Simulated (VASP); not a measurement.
# LiCl (P4_2/mnm) in VASP: notebook

The runs below take LiCl through single point, with PBE.

All numbers are computed with VASP 6.6.1; they aren't measurements. Logs are shortened: lines on timing, memory, paths and dates and some standing lists are left out, and cuts for length are marked.

## Step 1: The cell of the first run

The structure is tetragonal, space group P4_2/mnm (No. 136). Conventional cell: a = 6.193 Å, b = 6.193 Å, c = 4.012 Å, α = 90.00°, β = 90.00°, γ = 90.00°. Within 3.0 Å of Li (site symmetry m2m) lie 4 Cl at 2.29 to 2.33 Å. Within 3.0 Å of Cl (site symmetry m2m) lie 4 Li at 2.29 to 2.33 Å.

## Step 2: Single point, PBE (volume scaled by 0.88, then relaxed in part)

File INCAR:

```
SYSTEM = LiCl
  PREC = Accurate
  ENCUT = 520
  EDIFF = 1E-7
  ISMEAR = 0
  SIGMA = 0.02
  LREAL = .False.
  LASPH = .True.
  NELM = 80
  ALGO = Normal
  ISIF = 2
  LWAVE = .False.
  LCHARG = .False.
  GGA = PE
  NBANDS = 30
```

File KPOINTS:

```
regular mesh
0
Gamma
  4 4 6
  0 0 0
```

File POSCAR:

```
LiCl
1.0
    6.1926710494      0.0000000000      0.0000000000
    0.0000000000      6.1926710494      0.0000000000
    0.0000000000      0.0000000000      4.0119888121
Li Cl
4 4
Direct
    0.6743005154      0.6743005154      0.0000000000
    0.8256994846      0.1743005154      0.5000000000
    0.3256994846      0.3256994846      0.0000000000
    0.1743005154      0.8256994846      0.5000000000
    0.7994384272      0.7994384272      0.5000000000
    0.7005615728      0.2994384272      0.0000000000
    0.2005615728      0.2005615728      0.5000000000
    0.2994384272      0.7005615728      0.0000000000
```

Potentials or basis: VASP PAW PBE potentials, release 64 (Li_sv, Cl).

On the command line:

```bash
> cat potpaw_PBE.64/Li_sv/POTCAR potpaw_PBE.64/Cl/POTCAR > POTCAR
> mpirun -np 1 vasp_std > vasp.out
```

OUTCAR:

```text
SYSTEM = LiCl
   PREC = Accurate
   ENCUT = 520
   EDIFF = 1E-7
   ISMEAR = 0
   LREAL = .False.
   LASPH = .True.
   NELM = 80
   ISIF = 2
   GGA = PE

 ion  position               nearest neighbor table
   1  0.674  0.674  0.000-   5 2.29   5 2.29   8 2.33   6 2.33
   2  0.826  0.174  0.500-   6 2.29   6 2.29   7 2.33   5 2.33
   3  0.326  0.326  0.000-   7 2.29   7 2.29   8 2.33   6 2.33
   4  0.174  0.826  0.500-   8 2.29   8 2.29   5 2.33   7 2.33
   5  0.799  0.799  0.500-   1 2.29   1 2.29   4 2.33   2 2.33
   6  0.701  0.299  0.000-   2 2.29   2 2.29   3 2.33   1 2.33
   7  0.201  0.201  0.500-   3 2.29   3 2.29   4 2.33   2 2.33
   8  0.299  0.701  0.000-   4 2.29   4 2.29   1 2.33   3 2.33

  LATTYP: Found a simple tetragonal cell.
 ALAT       =     6.1926710494
 C/A-ratio  =     0.6478607987

  Lattice vectors:

 A1 = (   6.1926710494,   0.0000000000,   0.0000000000)
 A2 = (   0.0000000000,   6.1926710494,   0.0000000000)
 A3 = (   0.0000000000,   0.0000000000,   4.0119888121)

Analysis of symmetry for initial positions (statically):
=====================================================================
 Subroutine PRICEL returns:
 Original cell was already a primitive cell.

 Routine SETGRP: Setting up the symmetry group for a
 simple tetragonal supercell.

 Subroutine GETGRP returns: Found 16 space group operations
 (whereof  8 operations were pure point group operations)
 out of a pool of 16 trial point group operations.

The static configuration has the point symmetry D_2h.
 The point group associated with its full space group is D_4h.

Analysis of symmetry for dynamics (positions and initial velocities):
=====================================================================
 Subroutine PRICEL returns:
 Original cell was already a primitive cell.

 Routine SETGRP: Setting up the symmetry group for a
 simple tetragonal supercell.

 Subroutine GETGRP returns: Found 16 space group operations
 (whereof  8 operations were pure point group operations)
 out of a pool of 16 trial point group operations.

The dynamic configuration has the point symmetry D_2h.
 The point group associated with its full space group is D_4h.

 Subroutine INISYM returns: Found 16 space group operations
 (whereof  8 operations are pure point group operations),
 and found     1 'primitive' translations

----------------------------------------------------------------------------------------

                                     Primitive cell

  volume of cell :     153.8565

  direct lattice vectors                    reciprocal lattice vectors
     6.192671049  0.000000000  0.000000000     0.161481208  0.000000000  0.000000000
     0.000000000  6.192671049  0.000000000     0.000000000  0.161481208  0.000000000
     0.000000000  0.000000000  4.011988812     0.000000000  0.000000000  0.249252938

  length of vectors
     6.192671049  6.192671049  4.011988812     0.161481208  0.161481208  0.249252938

  position of ions in fractional coordinates (direct lattice)
     0.674300515  0.674300515  0.000000000
     0.825699485  0.174300515  0.500000000
     0.325699485  0.325699485  0.000000000
     0.174300515  0.825699485  0.500000000
     0.799438427  0.799438427  0.500000000
     0.700561573  0.299438427  0.000000000
     0.200561573  0.200561573  0.500000000
     0.299438427  0.700561573  0.000000000

  ion indices of the primitive-cell ions
   primitive index   ion index
                 1           1
                 2           2
                 3           3
                 4           4
                 5           5
                 6           6
                 7           7
                 8           8

----------------------------------------------------------------------------------------

 KPOINTS: regular mesh

Automatic generation of k-mesh.
 Grid dimensions read from file:
 generate k-points for:    4    4    6

 Generating k-lattice:

  Cartesian coordinates                     Fractional coordinates (reciprocal lattice)
     0.040370302  0.000000000  0.000000000     0.250000000  0.000000000  0.000000000
     0.000000000  0.040370302  0.000000000     0.000000000  0.250000000  0.000000000
     0.000000000  0.000000000  0.041542156     0.000000000  0.000000000  0.166666667

  Length of vectors
     0.040370302  0.040370302  0.041542156

  Shift w.r.t. Gamma in fractional coordinates (k-lattice)
     0.000000000  0.000000000  0.000000000

 Subroutine IBZKPT returns following result:
 ===========================================

 Found     24 irreducible k-points:

 Following reciprocal coordinates:
            Coordinates               Weight
  0.000000  0.000000  0.000000      1.000000
  0.250000  0.000000  0.000000      4.000000
  0.500000  0.000000  0.000000      2.000000
  0.250000  0.250000  0.000000      4.000000
  0.500000  0.250000  0.000000      4.000000
  0.500000  0.500000  0.000000      1.000000
[... 16 lines left out ...]
  0.500000  0.250000  0.500000      4.000000
  0.500000  0.500000  0.500000      1.000000
   k-points           NKPTS =     24   k-points in BZ     NKDIM =     24   number of bands    NBANDS=     30
   number of dos      NEDOS =    301   number of ions     NIONS =      8
   total plane-waves  NPLWV =  69120
   dimension x,y,z NGX =    48 NGY =   48 NGZ =   30
   dimension x,y,z NGXF=    96 NGYF=   96 NGZF=   60
   ions per type =               4   4
   NGX,Y,Z   is equivalent  to a cutoff of  12.89, 12.89, 12.43 a.u.
   NGXF,Y,Z  is equivalent  to a cutoff of  25.77, 25.77, 24.86 a.u.
 SYSTEM =  LiCl
   PREC   = accura    normal or accurate (medium, high low for compatibility)
   ISTART =      0    job   : 0-new  1-cont  2-samecut
   ICHARG =      2    charge: 1-file 2-atom 10-const
   ISPIN  =      1    spin polarized calculation?
   LNONCOLLINEAR =      F non collinear calculations
   LSORBIT =      F    spin-orbit coupling
   LASPH  =      T    aspherical Exc in radial PAW
   ENCUT  =  520.0 eV  38.22 Ry    6.18 a.u.  11.51 11.51  7.46*2*pi/ulx,y,z
   NELM   =     80;   NELMIN=  2; NELMDL= -5     # of ELM steps
   EDIFF  = 0.1E-06   stopping-criterion for ELM
   LREAL  =      F    real-space projection
   EDIFFG = 0.1E-05   stopping-criterion for IOM
   NSW    =      0    number of steps for IOM
   IBRION =     -1    ionic relax: 0-MD 1-quasi-New 2-CG
   NFREE  =      0    steps in history (QN), initial steepest desc. (CG)
   ISIF   =      2    stress and relaxation
   ISYM   =      2    0-nonsym 1-usesym 2-fastsym
   POTIM  = 0.5000    time-step for ionic-motion
   TEBEG  =    0.0;   TEEND  =   0.0 temperature during run
   PSTRESS=    0.0 pullay stress
   NELECT =      40.0000    total number of electrons
   NUPDOWN=      -1.0000    fix difference up-down
   EMIN   =  10.00;   EMAX   =-10.00  energy-range for DOS
   EFERMI =   0.00;   METHOD = LEGACY
   ISMEAR =     0;   SIGMA  =   0.02  broadening in eV -4-tet -1-fermi 0-gaus
   EFERMI_NEDOS =   21; number of points for ismear=-14 and -15
   IALGO  =     38    algorithm
   IMIX   =      4    mixing-type and parameters
     AMIX     =   0.40;   BMIX     =  1.00
     AMIX_MAG =   1.60;   BMIX_MAG =  1.00
  volume/ion in A,a.u.               =      19.23       129.78
  Fermi-wavevector in a.u.,A,eV,Ry     =   1.044856  1.974491 14.853795  1.091723
  Thomas-Fermi vector in A             =   2.179626
   LORBIT       =      0    0 simple, 1 ext, 2 COOP (PROOUT), +10 PAW based schemes
   GGA     = PE    functional components
   LHFCALC =     F    Hartree Fock is set to
   AEXX    =    0.0000 exact exchange contribution
   IVDW    =     0    specifies the selected vdW correction
   LEPSILON=     F    determine dielectric tensor
   LRPA    =     F    only Hartree local field effects (RPA)
 non-spin polarized calculation
 Gauss-broadening in eV      SIGMA  =   0.02
  energy-cutoff  :      520.00
  volume of cell :      153.86
 maximum number of plane-waves:      4168
 NGX is ok and might be reduce to    48
   NGX = 23   NGY = 23   NGZ = 15

 number of electron      39.9999985 magnetization

 Free energy of the ion-electron system (eV)
  ---------------------------------------------------
  ext. energy  EPLUGINS =         0.00000000
  ---------------------------------------------------
  free energy    TOTEN  =       -29.49116898 eV

  energy without entropy =      -29.49116898  energy(sigma->0) =      -29.49116898

 E-fermi :  -0.5854     XC(G=0):  -7.9443

 val. band max:       -0.6887906344   @ k =   0.0000   0.0000   0.0000
 cond. band min:       5.5071987965   @ k =   0.0000   0.0000   0.0000
 fundamental gap:      6.1959894309
 Fermi energy:        -0.5854080572

 k-point     1 :       0.0000    0.0000    0.0000
  band No.  band energies     occupation
      1     -43.5061      2.00000
      2     -43.5035      2.00000
      3     -43.5009      2.00000
      4     -43.5009      2.00000
      5     -13.7109      2.00000
      6     -13.3042      2.00000
[... 22 lines left out ...]
     29      10.3781      0.00000
     30      10.3826      0.00000

 k-point     2 :       0.2500    0.0000    0.0000
  band No.  band energies     occupation
      1     -43.5058      2.00000
      2     -43.5039      2.00000
      3     -43.5008      2.00000
      4     -43.5008      2.00000
      5     -13.6609      2.00000
      6     -13.3825      2.00000
[... 22 lines left out ...]
     29      10.0281      0.00000
     30      10.0403      0.00000

 k-point     3 :       0.5000    0.0000    0.0000
  band No.  band energies     occupation
      1     -43.5049      2.00000
      2     -43.5049      2.00000
      3     -43.5007      2.00000
      4     -43.5007      2.00000
      5     -13.5317      2.00000
      6     -13.5317      2.00000
[... 22 lines left out ...]
     29       9.5692      0.00000
     30       9.5692      0.00000

 k-point     4 :       0.2500    0.2500    0.0000
  band No.  band energies     occupation
      1     -43.5055      2.00000
      2     -43.5042      2.00000
      3     -43.5009      2.00000
      4     -43.5008      2.00000
      5     -13.6146      2.00000
      6     -13.3837      2.00000
[... 22 lines left out ...]
     29       9.9577      0.00000
     30      10.2168      0.00000

 k-point     5 :       0.5000    0.2500    0.0000
  band No.  band energies     occupation
      1     -43.5048      2.00000
      2     -43.5048      2.00000
      3     -43.5008      2.00000
      4     -43.5008      2.00000
      5     -13.4975      2.00000
      6     -13.4975      2.00000
[... 22 lines left out ...]
     29       9.7559      0.00000
     30       9.7559      0.00000
[... 526 lines left out ...]
     29      10.5406      0.00000
     30      10.5409      0.00000

 k-point    22 :       0.2500    0.2500    0.5000
  band No.  band energies     occupation
      1     -43.5043      2.00000
      2     -43.5042      2.00000
      3     -43.5004      2.00000
      4     -43.5004      2.00000
      5     -13.4028      2.00000
      6     -13.4008      2.00000
[... 22 lines left out ...]
     29      10.0916      0.00000
     30      10.4626      0.00000

 k-point    23 :       0.5000    0.2500    0.5000
  band No.  band energies     occupation
      1     -43.5043      2.00000
      2     -43.5043      2.00000
      3     -43.5004      2.00000
      4     -43.5004      2.00000
      5     -13.3941      2.00000
      6     -13.3941      2.00000
[... 22 lines left out ...]
     29      10.5322      0.00000
     30      10.5323      0.00000

 k-point    24 :       0.5000    0.5000    0.5000
  band No.  band energies     occupation
      1     -43.5043      2.00000
      2     -43.5043      2.00000
      3     -43.5004      2.00000
      4     -43.5004      2.00000
      5     -13.3887      2.00000
      6     -13.3887      2.00000
[... 22 lines left out ...]
     29      11.1837      0.00000
     30      11.2281      0.00000

------------------------ aborting loop because EDIFF is reached ----------------------------------------

  FORCE on cell =-STRESS in cart. coord.  units (eV):
  Direction    XX          YY          ZZ          XY          YZ          ZX
  --------------------------------------------------------------------------------------
  -------------------------------------------------------------------------------------
  Total        2.9921496      2.9921496      3.0407796     -0.0000000      0.0000000      0.0000000
  in kB       31.1586152     31.1586152     31.6650222     -0.0000000      0.0000000      0.0000000
  external PRESSURE =      31.3274175 kB  Pullay stress =       0.0000000 kB

 VOLUME and BASIS-vectors are now :
 -----------------------------------------------------------------------------
  energy-cutoff  :      520.00
  volume of cell :      153.86
      direct lattice vectors                 reciprocal lattice vectors
     6.192671049  0.000000000  0.000000000     0.161481208  0.000000000  0.000000000
     0.000000000  6.192671049  0.000000000     0.000000000  0.161481208  0.000000000
     0.000000000  0.000000000  4.011988812     0.000000000  0.000000000  0.249252938

 POSITION                                       TOTAL-FORCE (eV/Angst)
 -----------------------------------------------------------------------------------
      4.17572      4.17572      0.00000        -0.001537     -0.001537      0.000000
      5.11329      1.07939      2.00599         0.001537     -0.001537      0.000000
      2.01695      2.01695      0.00000         0.001537      0.001537     -0.000000
      1.07939      5.11329      2.00599        -0.001537      0.001537      0.000000
      4.95066      4.95066      2.00599        -0.000679     -0.000679      0.000000
      4.33835      1.85432      0.00000         0.000679     -0.000679      0.000000
      1.24201      1.24201      2.00599         0.000679      0.000679     -0.000000
      1.85432      4.33835      0.00000        -0.000679      0.000679      0.000000
 -----------------------------------------------------------------------------------
    total drift:                                0.000000     -0.000000     -0.000000

  FREE ENERGIE OF THE ION-ELECTRON SYSTEM (eV)
  ---------------------------------------------------
  free  energy   TOTEN  =       -29.4911689800 eV

  energy  without entropy=      -29.4911689800  energy(sigma->0) =      -29.49116898
```

It took 84 s on 1 thread of AMD EPYC 7R13 (Zen 3), shared host; peak memory 0.25 GiB.

Results:

- Free energy: -29.4912 eV
- Band gap on the k mesh: 6.20 eV, direct

Forces on the atoms (eV/Å):
```
Li  -0.002 -0.002  0.000
Li   0.002 -0.002  0.000
Li   0.002  0.002  0.000
Li  -0.002  0.002  0.000
Cl  -0.001 -0.001  0.000
Cl   0.001 -0.001  0.000
Cl   0.001  0.001  0.000
Cl  -0.001  0.001  0.000
```

Caveat: the cutoff is under 1.25 times the usual one of these potentials, so pressure, stress and relaxed cells hold a basis-set (Pulay) error. A k mesh can miss the band edges.

## Step 3: Single point, PBE (volume scaled by 0.91, then relaxed in part)

File INCAR:

```
SYSTEM = LiCl
PREC     = Accurate       ! precision mode
ENCUT    = 520            ! plane-wave cutoff, eV
EDIFF    = 1E-7           ! SCF threshold, eV
ISMEAR   = 0              ! smearing method
SIGMA    = 0.02           ! smearing width, eV
LREAL    = .False.        ! projectors in reciprocal space
LASPH    = .True.         ! aspherical terms in the spheres
NELM     = 80             ! most SCF steps
ALGO     = Normal         ! electronic algorithm
ISIF     = 2              ! what is computed and relaxed
LWAVE    = .False.        ! write WAVECAR
LCHARG   = .False.        ! write CHGCAR
GGA      = PE             ! functional
NBANDS   = 30             ! bands
```

File KPOINTS:

```
Automatic mesh
0
Gamma
  4 4 6
  0 0 0
```

File POSCAR:

```
LiCl
1.0
    6.3493673750      0.0000000000      0.0000000000
    0.0000000000      6.3493673750      0.0000000000
    0.0000000000      0.0000000000      3.9465130531
Li Cl
4 4
Direct
    0.6716407508      0.6716407508      0.0000000000
    0.8283592492      0.1716407508      0.5000000000
    0.3283592492      0.3283592492      0.0000000000
    0.1716407508      0.8283592492      0.5000000000
    0.8036547373      0.8036547373      0.5000000000
    0.6963452627      0.3036547373      0.0000000000
    0.1963452627      0.1963452627      0.5000000000
    0.3036547373      0.6963452627      0.0000000000
```

Potentials or basis: VASP PAW PBE potentials, release 64 (Li_sv, Cl).

On the command line:

```bash
> cat potpaw_PBE.64/Li_sv/POTCAR potpaw_PBE.64/Cl/POTCAR > POTCAR
> mpirun -np 1 vasp_std > vasp.out
```

Wall time 89 s (1 thread of AMD EPYC 7R13 (Zen 3), shared host); peak memory 0.25 GiB.

The run converged. Its results:

* Free energy: -29.5828 eV
* Largest force: 0.004 eV/Å
* Band gap on the k mesh: 6.15 eV, direct

Forces on the atoms (eV/Å):
```
Li   0.003  0.003  0.000
Li  -0.003  0.003  0.000
Li  -0.003 -0.003  0.000
Li   0.003 -0.003  0.000
Cl   0.002  0.002  0.000
Cl  -0.002  0.002  0.000
Cl  -0.002 -0.002  0.000
Cl   0.002 -0.002  0.000
```

Levels at points of the mesh, in eV from the valence-band top:
| k point | band 18 | band 19 | band 20 | band 21 | band 22 | band 23 |
| --- | --- | --- | --- | --- | --- | --- |
| (0.00, 0.00, 0.00) | -0.01 | -0.01 | 0.00 | 6.15 | 8.10 | 8.21 |
| (0.50, 0.00, 0.00) | -0.43 | -0.17 | -0.17 | 7.38 | 7.38 | 8.09 |
| (0.50, 0.50, 0.00) | -0.66 | -0.47 | -0.47 | 7.48 | 7.48 | 7.80 |
| (0.00, 0.00, 0.50) | -0.73 | -0.63 | -0.63 | 8.24 | 8.24 | 9.31 |
| (0.50, 0.00, 0.50) | -0.63 | -0.35 | -0.35 | 8.16 | 8.16 | 8.45 |
| (0.50, 0.50, 0.50) | -0.61 | -0.38 | -0.38 | 7.29 | 7.29 | 7.78 |

Caveat: the cutoff is under 1.25 times the usual one of these potentials, so pressure, stress and relaxed cells hold a basis-set (Pulay) error.

(Part 1 of 2 ends here.)
